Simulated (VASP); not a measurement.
# Fe (Im-3m) in VASP: single point with PBE

Aim: the single point of Fe with PBE.

Program: VASP 6.6.1. These are calculated values, not measurements. Logs are shortened: lines on timing, memory, paths and dates and some standing lists are left out, and cuts for length are marked.

## Step 1: The cell of the first run

It takes space group Im-3m (No. 229, cubic). The conventional cell has a = 2.816 Å, b = 2.816 Å, c = 2.816 Å, α = 90.00°, β = 90.00°, γ = 90.00°. Fe (site symmetry m-3m) has 14 Fe at 2.44 to 2.82 Å within 3.2 Å.

## Step 2: Single point, PBE, collinear spin, ferromagnetic start

INCAR reads:

```
SYSTEM = Fe
  PREC = Accurate
  ENCUT = 600
  EDIFF = 1E-6
  ISMEAR = -1
  SIGMA = 0.1
  LREAL = .FALSE.
  LASPH = .TRUE.
  NELM = 200
  ALGO = Normal
  ISIF = 2
  LWAVE = .FALSE.
  LCHARG = .TRUE.
  ISPIN = 2
  MAGMOM = 2.5
  LORBIT = 11
  LMAXMIX = 4
  GGA = PE
  LELF = .TRUE.
  LVHAR = .TRUE.
  NBANDS = 14
  GGA_COMPAT = .FALSE.
```

KPOINTS reads:

```
regular mesh
0
G
  8 8 8
  0 0 0
```

POSCAR reads:

```
Fe
1.0
   -1.4078893272      1.4078893272      1.4078893272
    1.4078893272     -1.4078893272      1.4078893272
    1.4078893272      1.4078893272     -1.4078893272
Fe
1
Direct
    0.0000000000      0.0000000000      0.0000000000
```

Potentials or basis: VASP PAW PBE potentials, release 64 (Fe).

Command:

```bash
cat potpaw_PBE.64/Fe/POTCAR > POTCAR
mpirun -np 1 vasp_std > vasp.out
```

OUTCAR:

```text
SYSTEM = Fe
   PREC = Accurate
   ENCUT = 600
   EDIFF = 1E-6
   ISMEAR = -1
   LREAL = .FALSE.
   LASPH = .TRUE.
   NELM = 200
   ISIF = 2
   ISPIN = 2
   LORBIT = 11
   GGA = PE

 ion  position               nearest neighbor table
   1  0.000  0.000  0.000-

  LATTYP: Found a body centered cubic cell.
 ALAT       =     2.8157786544

  Lattice vectors:

 A1 = (  -1.4078893272,   1.4078893272,   1.4078893272)
 A2 = (   1.4078893272,  -1.4078893272,   1.4078893272)
 A3 = (   1.4078893272,   1.4078893272,  -1.4078893272)

Analysis of symmetry for initial positions (statically):
=====================================================================
 Subroutine PRICEL returns:
 Original cell was already a primitive cell.

 Routine SETGRP: Setting up the symmetry group for a
 body centered cubic supercell.

 Subroutine GETGRP returns: Found 48 space group operations
 (whereof 48 operations were pure point group operations)
 out of a pool of 48 trial point group operations.

The static configuration has the point symmetry O_h .

Analysis of symmetry for dynamics (positions and initial velocities):
=====================================================================
 Subroutine PRICEL returns:
 Original cell was already a primitive cell.

 Routine SETGRP: Setting up the symmetry group for a
 body centered cubic supercell.

 Subroutine GETGRP returns: Found 48 space group operations
 (whereof 48 operations were pure point group operations)
 out of a pool of 48 trial point group operations.

The dynamic configuration has the point symmetry O_h .

Analysis of structural, dynamic, and magnetic symmetry:
=====================================================================
 Subroutine PRICEL returns:
 Original cell was already a primitive cell.

 Routine SETGRP: Setting up the symmetry group for a
 body centered cubic supercell.

 Subroutine GETGRP returns: Found 48 space group operations
 (whereof 48 operations were pure point group operations)
 out of a pool of 48 trial point group operations.

The overall configuration has the point symmetry O_h .

 Subroutine INISYM returns: Found 48 space group operations
 (whereof 48 operations are pure point group operations),
 and found     1 'primitive' translations

----------------------------------------------------------------------------------------

                                     Primitive cell

  volume of cell :      11.1626

  direct lattice vectors                    reciprocal lattice vectors
    -1.407889327  1.407889327  1.407889327     0.000000000  0.355141551  0.355141551
     1.407889327 -1.407889327  1.407889327     0.355141551  0.000000000  0.355141551
     1.407889327  1.407889327 -1.407889327     0.355141551  0.355141551  0.000000000

  length of vectors
     2.438535846  2.438535846  2.438535846     0.502245999  0.502245999  0.502245999

  position of ions in fractional coordinates (direct lattice)
     0.000000000  0.000000000  0.000000000

  ion indices of the primitive-cell ions
   primitive index   ion index
                 1           1

----------------------------------------------------------------------------------------

 KPOINTS: regular mesh

Automatic generation of k-mesh.
 Grid dimensions read from file:
 generate k-points for:    8    8    8

 Generating k-lattice:

  Cartesian coordinates                     Fractional coordinates (reciprocal lattice)
     0.000000000  0.044392694  0.044392694     0.125000000  0.000000000  0.000000000
     0.044392694  0.000000000  0.044392694     0.000000000  0.125000000  0.000000000
     0.044392694  0.044392694  0.000000000     0.000000000  0.000000000  0.125000000

  Length of vectors
     0.062780750  0.062780750  0.062780750

  Shift w.r.t. Gamma in fractional coordinates (k-lattice)
     0.000000000  0.000000000  0.000000000

 Subroutine IBZKPT returns following result:
 ===========================================

 Found     29 irreducible k-points:

 Following reciprocal coordinates:
            Coordinates               Weight
  0.000000  0.000000  0.000000      1.000000
  0.125000  0.000000  0.000000     12.000000
  0.250000  0.000000  0.000000     12.000000
  0.375000  0.000000  0.000000     12.000000
  0.500000  0.000000  0.000000      6.000000
  0.125000  0.125000  0.000000     24.000000
[... 16 lines left out ...]
 -0.250000  0.250000  0.250000      6.000000
 -0.375000  0.375000  0.250000     24.000000
 [... further k-points ...]
   k-points           NKPTS =     29   k-points in BZ     NKDIM =     29   number of bands    NBANDS=     14
   number of dos      NEDOS =    301   number of ions     NIONS =      1
   total plane-waves  NPLWV =   8000
   dimension x,y,z NGX =    20 NGY =   20 NGZ =   20
   dimension x,y,z NGXF=    40 NGYF=   40 NGZF=   40
   ions per type =               1
   NGX,Y,Z   is equivalent  to a cutoff of  13.63, 13.63, 13.63 a.u.
   NGXF,Y,Z  is equivalent  to a cutoff of  27.27, 27.27, 27.27 a.u.
 SYSTEM =  Fe
   PREC   = accura    normal or accurate (medium, high low for compatibility)
   ISTART =      0    job   : 0-new  1-cont  2-samecut
   ICHARG =      2    charge: 1-file 2-atom 10-const
   ISPIN  =      2    spin polarized calculation?
   LNONCOLLINEAR =      F non collinear calculations
   LSORBIT =      F    spin-orbit coupling
   LASPH  =      T    aspherical Exc in radial PAW
   ENCUT  =  600.0 eV  44.10 Ry    6.64 a.u.   4.87  4.87  4.87*2*pi/ulx,y,z
   NELM   =    200;   NELMIN=  2; NELMDL= -5     # of ELM steps
   EDIFF  = 0.1E-05   stopping-criterion for ELM
   LREAL  =      F    real-space projection
   EDIFFG = 0.1E-04   stopping-criterion for IOM
   NSW    =      0    number of steps for IOM
   IBRION =     -1    ionic relax: 0-MD 1-quasi-New 2-CG
   NFREE  =      0    steps in history (QN), initial steepest desc. (CG)
   ISIF   =      2    stress and relaxation
   ISYM   =      2    0-nonsym 1-usesym 2-fastsym
   POTIM  = 0.5000    time-step for ionic-motion
   TEBEG  =    0.0;   TEEND  =   0.0 temperature during run
   PSTRESS=    0.0 pullay stress
   NELECT =       8.0000    total number of electrons
   NUPDOWN=      -1.0000    fix difference up-down
   EMIN   =  10.00;   EMAX   =-10.00  energy-range for DOS
   EFERMI =   0.00;   METHOD = LEGACY
   ISMEAR =    -1;   SIGMA  =   0.10  broadening in eV -4-tet -1-fermi 0-gaus
   EFERMI_NEDOS =   21; number of points for ismear=-14 and -15
   IALGO  =     38    algorithm
   IMIX   =      4    mixing-type and parameters
     AMIX     =   0.40;   BMIX     =  1.00
     AMIX_MAG =   1.60;   BMIX_MAG =  1.00
  volume/ion in A,a.u.               =      11.16        75.33
  Fermi-wavevector in a.u.,A,eV,Ry     =   1.465041  2.768525 29.202781  2.146344
  Thomas-Fermi vector in A             =   2.580945
   LORBIT       =     11    0 simple, 1 ext, 2 COOP (PROOUT), +10 PAW based schemes
   GGA     = PE    functional components
   LHFCALC =     F    Hartree Fock is set to
   AEXX    =    0.0000 exact exchange contribution
   IVDW    =     0    specifies the selected vdW correction
   LEPSILON=     F    determine dielectric tensor
   LRPA    =     F    only Hartree local field effects (RPA)
 spin polarized calculation
  energy-cutoff  :      600.00
  volume of cell :       11.16
 maximum number of plane-waves:       384
   NGX =  9   NGY =  9   NGZ =  9

 number of electron       8.0000006 magnetization       2.0863555

 Free energy of the ion-electron system (eV)
  ---------------------------------------------------
  ext. energy  EPLUGINS =         0.00000000
  ---------------------------------------------------
  free energy    TOTEN  =        -8.24533223 eV

  energy without entropy =       -8.20846598  energy(sigma->0) =       -8.22689911

 E-fermi :   6.0202     XC(G=0): -13.2185

 val. band max:        6.0185993777   @ k =  -0.3750   0.5000   0.2500
 cond. band min:       6.0976726360   @ k =   0.2500   0.1250   0.0000
 fundamental gap:      0.0790732582
 Fermi energy:         6.0201517499

 spin component 1

 k-point     1 :       0.0000    0.0000    0.0000
  band No.  band energies     occupation
      1      -2.5182      1.00000
      2       3.7085      1.00000
      3       3.7085      1.00000
      4       3.7085      1.00000
      5       4.9364      0.99998
      6       4.9364      0.99998
      7      31.2106      0.00000
      8      31.2106      0.00000
      9      31.2106      0.00000
     10      36.4015      0.00000
     11      36.4015      0.00000
     12      38.8297      0.00000
     13      38.8297      0.00000
     14      38.8297      0.00000
[... 375 lines left out ...]
 k-point    24 :      -0.3750    0.3750    0.2500
  band No.  band energies     occupation
      1       1.8130      1.00000
      2       2.3162      1.00000
      3       4.1774      1.00000
      4       4.6134      1.00000
      5       5.8101      0.89093
      6       8.4173      0.00000
      7      18.0055      0.00000
      8      20.9798      0.00000
      9      23.6530      0.00000
     10      27.1878      0.00000
     11      37.0669      0.00000
     12      38.9655      0.00000
     13      41.9718      0.00000
     14      46.7284      0.00000

 [... further k-points ...]

 spin component 2

 k-point     1 :       0.0000    0.0000    0.0000
  band No.  band energies     occupation
      1      -2.3738      1.00000
      2       5.5064      0.99416
      3       5.5065      0.99415
      4       5.5066      0.99415
      5       7.6192      0.00000
      6       7.6194      0.00000
      7      30.9481      0.00000
      8      30.9481      0.00000
      9      30.9481      0.00000
     10      36.5977      0.00000
     11      36.5978      0.00000
     12      39.4269      0.00000
     13      39.4269      0.00000
     14      39.4270      0.00000
[... 375 lines left out ...]
 k-point    24 :      -0.3750    0.3750    0.2500
  band No.  band energies     occupation
      1       3.0366      1.00000
      2       4.2063      1.00000
      3       5.9175      0.73616
      4       6.4871      0.00929
      5       7.8165      0.00000
      6       9.9190      0.00000
      7      18.7666      0.00000
      8      21.5145      0.00000
      9      24.2747      0.00000
     10      27.6386      0.00000
     11      37.7776      0.00000
     12      39.3513      0.00000
     13      42.4096      0.00000
     14      47.1131      0.00000

 [... further k-points ...]

------------------------ aborting loop because EDIFF is reached ----------------------------------------

  FORCE on cell =-STRESS in cart. coord.  units (eV):
  Direction    XX          YY          ZZ          XY          YZ          ZX
  --------------------------------------------------------------------------------------
  -------------------------------------------------------------------------------------
  Total        0.1583099      0.1583099      0.1583099      0.0000000     -0.0000000      0.0000000
  in kB       22.7223503     22.7223503     22.7223503      0.0000000     -0.0000000      0.0000000
  external PRESSURE =      22.7223503 kB  Pullay stress =       0.0000000 kB

 VOLUME and BASIS-vectors are now :
 -----------------------------------------------------------------------------
  energy-cutoff  :      600.00
  volume of cell :       11.16
      direct lattice vectors                 reciprocal lattice vectors
    -1.407889327  1.407889327  1.407889327     0.000000000  0.355141551  0.355141551
     1.407889327 -1.407889327  1.407889327     0.355141551  0.000000000  0.355141551
     1.407889327  1.407889327 -1.407889327     0.355141551  0.355141551  0.000000000

 POSITION                                       TOTAL-FORCE (eV/Angst)
 -----------------------------------------------------------------------------------
      0.00000      0.00000      0.00000         0.000000      0.000000      0.000000
 -----------------------------------------------------------------------------------
    total drift:                                0.000000      0.000000      0.000000

  FREE ENERGIE OF THE ION-ELECTRON SYSTEM (eV)
  ---------------------------------------------------
  free  energy   TOTEN  =        -8.2453322277 eV

  energy  without entropy=       -8.2084659837  energy(sigma->0) =       -8.22689911

 total charge

# of ion       s       p       d       tot
------------------------------------------
    1        0.493   0.556   6.256   7.306

 magnetization (x)

# of ion       s       p       d       tot
------------------------------------------
    1       -0.015  -0.061   2.158   2.083
```

It took 16 s on 1 thread of Intel Xeon 8259CL, shared host; peak memory 0.14 GiB.

Results:

```yaml
Free_energy: -8.2453 eV
Pressure: 2.3 GPa
Net_moment: 2.09 μB per cell
Site_moments: Fe +2.08 μB
Valence_electrons_inside_the_program's_atomic_spheres: Fe 7.31
```

Caveat: the k points lie up to 0.39 Å⁻¹ apart.
